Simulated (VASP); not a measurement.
# PbS (Galena) (Fm-3m) in VASP: settings compared, part 2 of 2

VASP 6.6.1. The steps go on from the part before.

### 3 Single point, revPBE

This run uses another cell than the first one, of 27.84 Å³/atom, 1.048 times its volume.

The input, INCAR:

```
SYSTEM = PbS
PREC     = Accurate       ! precision mode
ENCUT    = 520            ! plane-wave cutoff, eV
EDIFF    = 1E-7           ! SCF threshold, eV
ISMEAR   = -1             ! smearing method
SIGMA    = 0.05           ! smearing width, eV
LREAL    = .FALSE.        ! projectors in reciprocal space
LASPH    = .TRUE.         ! aspherical terms in the spheres
NELM     = 100            ! most SCF steps
ALGO     = Normal         ! electronic algorithm
ISIF     = 2              ! what is computed and relaxed
LWAVE    = .FALSE.        ! write WAVECAR
LCHARG   = .FALSE.        ! write CHGCAR
GGA      = RE             ! functional
NBANDS   = 17             ! bands
```

The input, KPOINTS:

```
Automatic mesh
0
G
  8 8 8
  0 0 0
```

The input, POSCAR:

```
PbS
1.0
    0.0000000000      3.0307460114      3.0307460114
    3.0307460114      0.0000000000      3.0307460114
    3.0307460114      3.0307460114      0.0000000000
Pb S
1 1
Direct
    0.0000000000      0.0000000000      0.0000000000
    0.5000000000      0.5000000000      0.5000000000
```

Potentials or basis: VASP PAW PBE potentials, release 64 (Pb_d, S).

On the command line:

```console
> cat potpaw_PBE.64/Pb_d/POTCAR potpaw_PBE.64/S/POTCAR > POTCAR
> mpirun -np 1 vasp_std > vasp.out
```

It took 16 s on 1 thread of AMD EPYC 9R45 (Zen 5), shared host; peak memory 0.15 GiB.

Results (log left out):

* Free energy: -8.1849 eV
* Pressure: -0.1 GPa
* Band gap on the k mesh: 0.66 eV, direct

Levels at points of the mesh, in eV from the valence-band top:
| k point | band 6 | band 7 | band 8 | band 9 | band 10 | band 11 | band 12 | band 13 | band 14 | band 15 |
| --- | --- | --- | --- | --- | --- | --- | --- | --- | --- | --- |
| (0.00, 0.00, 0.00) | -12.97 | -6.07 | -1.81 | -1.81 | -1.81 | 5.12 | 5.12 | 5.12 | 6.99 | 6.99 |
| (0.50, 0.00, 0.00) | -11.89 | -8.41 | -1.46 | -1.46 | 0.00 | 0.66 | 2.19 | 2.19 | 8.76 | 10.28 |
| (0.50, 0.50, 0.00) | -11.56 | -7.04 | -4.57 | -2.96 | -2.96 | 4.28 | 5.47 | 5.54 | 5.54 | 11.15 |

Caveat: the PAW data sets were made with another functional, which shifts forces and pressure a little; spin-orbit coupling is left out, which moves the levels of the heavy elements. A k mesh can miss the band edges.

### 4 Single point, BLYP

This run uses another cell than the first one, of 28.90 Å³/atom, 1.088 times its volume.

The input, INCAR:

```
SYSTEM = PbS
AGGAC = 1.0
AGGAX = 1.0
ALDAC = 0.0
ALDAX = 1.0
ALGO = Normal
EDIFF = 1E-6
ENCUT = 520
GGA = B5
ISIF = 2
ISMEAR = -1
LASPH = .TRUE.
LCHARG = .TRUE.
LELF = .TRUE.
LREAL = .FALSE.
LVHAR = .TRUE.
LWAVE = .FALSE.
NBANDS = 17
NELM = 80
PREC = Accurate
SIGMA = 0.05
```

The input, KPOINTS:

```
k-points
0
G
  8 8 8
  0 0 0
```

The input, POSCAR:

```
PbS
1.0
    0.0000000000      3.0688955619      3.0688955619
    3.0688955619      0.0000000000      3.0688955619
    3.0688955619      3.0688955619      0.0000000000
Pb S
1 1
Direct
    0.0000000000      0.0000000000      0.0000000000
    0.5000000000      0.5000000000      0.5000000000
```

Potentials or basis: VASP PAW PBE potentials, release 64 (Pb_d, S).

On the command line:

```console
> cat potpaw_PBE.64/Pb_d/POTCAR potpaw_PBE.64/S/POTCAR > POTCAR
> mpirun -np 1 vasp_std > vasp.out
```

OUTCAR:

```text
SYSTEM = PbS
   EDIFF = 1E-6
   ENCUT = 520
   GGA = B5
   ISIF = 2
   ISMEAR = -1
   LASPH = .TRUE.
   LREAL = .FALSE.
   NELM = 80
   PREC = Accurate

 ion  position               nearest neighbor table
   1  0.000  0.000  0.000-   2 3.07   2 3.07   2 3.07   2 3.07   2 3.07   2 3.07
   2  0.500  0.500  0.500-   1 3.07   1 3.07   1 3.07   1 3.07   1 3.07   1 3.07

  LATTYP: Found a face centered cubic cell.
 ALAT       =     6.1377911238

  Lattice vectors:

 A1 = (   0.0000000000,   3.0688955619,   3.0688955619)
 A2 = (   3.0688955619,   0.0000000000,   3.0688955619)
 A3 = (   3.0688955619,   3.0688955619,   0.0000000000)

Analysis of symmetry for initial positions (statically):
=====================================================================
 Subroutine PRICEL returns:
 Original cell was already a primitive cell.

 Routine SETGRP: Setting up the symmetry group for a
 face centered cubic supercell.

 Subroutine GETGRP returns: Found 48 space group operations
[... 9 lines left out ...]

 Routine SETGRP: Setting up the symmetry group for a
 face centered cubic supercell.

 Subroutine GETGRP returns: Found 48 space group operations
[... 11 lines left out ...]
                                     Primitive cell
[... 137 lines left out ...]

 E-fermi :   5.2433     XC(G=0):  -8.6662

 val. band max:        4.8604032841   @ k =   0.5000   0.0000   0.0000
 cond. band min:       5.6260809765   @ k =   0.5000   0.0000   0.0000
 fundamental gap:      0.7656776924
 Fermi energy:         5.2433336997

 k-point     1 :       0.0000    0.0000    0.0000
  band No.  band energies     occupation
      1     -11.7414      2.00000
      2     -11.7414      2.00000
      3     -11.7414      2.00000
      4     -11.7267      2.00000
      5     -11.7267      2.00000
      6      -7.7635      2.00000
[... 457 lines left out ...]
      4     -11.7211      2.00000
      5     -11.7077      2.00000
      6      -6.6045      2.00000
[... 9 lines left out ...]
     16      15.9933      0.00000
     17      16.1771      0.00000

 [... further k-points ...]

------------------------ aborting loop because EDIFF is reached ----------------------------------------

  FORCE on cell =-STRESS in cart. coord.  units (eV):
  Direction    XX          YY          ZZ          XY          YZ          ZX
  --------------------------------------------------------------------------------------
  -------------------------------------------------------------------------------------
  Total        0.0008430      0.0008430      0.0008430      0.0000000      0.0000000     -0.0000000
  in kB        0.0233661      0.0233661      0.0233661      0.0000000      0.0000000     -0.0000000
  external PRESSURE =       0.0233661 kB  Pullay stress =       0.0000000 kB

 VOLUME and BASIS-vectors are now :
 -----------------------------------------------------------------------------
  energy-cutoff  :      520.00
  volume of cell :       57.81
      direct lattice vectors                 reciprocal lattice vectors
     0.000000000  3.068895562  3.068895562    -0.162925062  0.162925062  0.162925062
     3.068895562  0.000000000  3.068895562     0.162925062 -0.162925062  0.162925062
     3.068895562  3.068895562  0.000000000     0.162925062  0.162925062 -0.162925062

 POSITION                                       TOTAL-FORCE (eV/Angst)
 -----------------------------------------------------------------------------------
      0.00000      0.00000      0.00000         0.000000      0.000000     -0.000000
      3.06890      3.06890      3.06890        -0.000000     -0.000000      0.000000
 -----------------------------------------------------------------------------------
    total drift:                                0.000000     -0.000000     -0.000000

  FREE ENERGIE OF THE ION-ELECTRON SYSTEM (eV)
  ---------------------------------------------------
  free  energy   TOTEN  =        -7.7606572788 eV

  energy  without entropy=       -7.7606508610  energy(sigma->0) =       -7.76065407
```

It took 28 s on 1 thread of AMD EPYC 9R45 (Zen 5), shared host; peak memory 0.15 GiB.

What came out:

```yaml
Free_energy: -7.7607 eV
Pressure: 0.0 GPa
Band_gap_on_the_k_mesh: 0.77 eV, direct
```

Levels at points of the mesh, in eV from the valence-band top:
```csv
k point,band 8,band 9,band 10,band 11,band 12,band 13
"(0.00, 0.00, 0.00)",-1.59,-1.59,-1.59,4.88,4.88,4.88
"(0.50, 0.00, 0.00)",-1.25,-1.25,0.00,0.77,2.21,2.21
"(0.50, 0.50, 0.00)",-4.19,-2.68,-2.68,4.66,5.30,5.30
```

Caveat: the PAW data sets were made with another functional, which shifts forces and pressure a little; spin-orbit coupling is left out, which moves the levels of the heavy elements. A k mesh can miss the band edges.

### 5 The runs side by side

| level | cell | gap on the mesh (eV) | pressure (GPa) |
| --- | --- | --- | --- |
| BLYP+D3(BJ) | a = 4.219 Å, angles 60.0°, 2 atoms | 0.54 | 0.0 |
| revPBE | a = 4.286 Å, angles 60.0°, 2 atoms | 0.66 | -0.1 |
| BLYP | a = 4.340 Å, angles 60.0°, 2 atoms | 0.77 | 0.0 |

Alike in all rows: task single point; potentials or basis VASP PAW PBE potentials, release 64 (Pb_d, S); no spin polarisation; k mesh 8 × 8 × 8; cutoff (eV) 520; smearing fermi-dirac 0.05 eV.

Caveats: the PAW data sets were made with another functional, which shifts forces and pressure a little; spin-orbit coupling is left out, which moves the levels of the heavy elements.

Total energies depend on the potentials used, so only differences within one code and one set of settings carry meaning.
